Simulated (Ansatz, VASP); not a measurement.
## BeS in VASP and in Ansatz

File INCAR:

```
SYSTEM = BeS
PREC = Accurate
ENCUT = 520
EDIFF = 1E-6
ISMEAR = 0
SIGMA = 0.01
LREAL = .False.
LASPH = .True.
NELM = 60
ALGO = Normal
ISIF = 2
LWAVE = .False.
LCHARG = .False.
GGA = PE
NBANDS = 11
```

The input KPOINTS:

```
Automatic mesh
0
Gamma
  8 8 8
  0 0 0
```

File POSCAR:

```
BeS
1.0
    0.0000000000      2.4132917425      2.4132917425
    2.4132917425      0.0000000000      2.4132917425
    2.4132917425      2.4132917425      0.0000000000
Be S
1 1
Direct
    0.0000000000      0.0000000000      0.0000000000
    0.2500000000      0.2500000000      0.2500000000
```

Input for Ansatz:

```yaml
crystal:
  lattice:
    - [0.0, 2.4132917425, 2.4132917425]
    - [2.4132917425, 0.0, 2.4132917425]
    - [2.4132917425, 2.4132917425, 0.0]
  atoms:
    - { symbol: Be, position: [0.0, 0.0, 0.0] }
    - { symbol: S, position: [0.25, 0.25, 0.25] }
kpoints:
  mp_grid: { grid: [8, 8, 8] }
hamiltonian:
  xc: pbe
scf:
  occupations: { method: fixed }
  n_extra_bands: 4
output:
  forces: true
  stress: true
  eigenvalues: true
```

Alike in both runs: task single point; functional PBE; k mesh 8 × 8 × 8; no spin polarisation.

|  | VASP | Ansatz |
| --- | --- | --- |
| version | VASP 6.6.1 | Ansatz 0.2.0 |
| potentials or method | VASP PAW PBE potentials, release 64 (Be, S) | plane waves, PAW |
| plane-wave cutoff (eV) | 520 | 420 |
| occupations | gaussian, width 0.01 eV | fixed |
| valence electrons in the cell | 8 | 8 |

|  | VASP | Ansatz | Ansatz less VASP |
| --- | --- | --- | --- |
| gap on the k mesh at the Fermi level (eV) | 3.08 | 3.08 | -0.001 |
| pressure (GPa) | 3.0 | 3.0 | -0.01 |
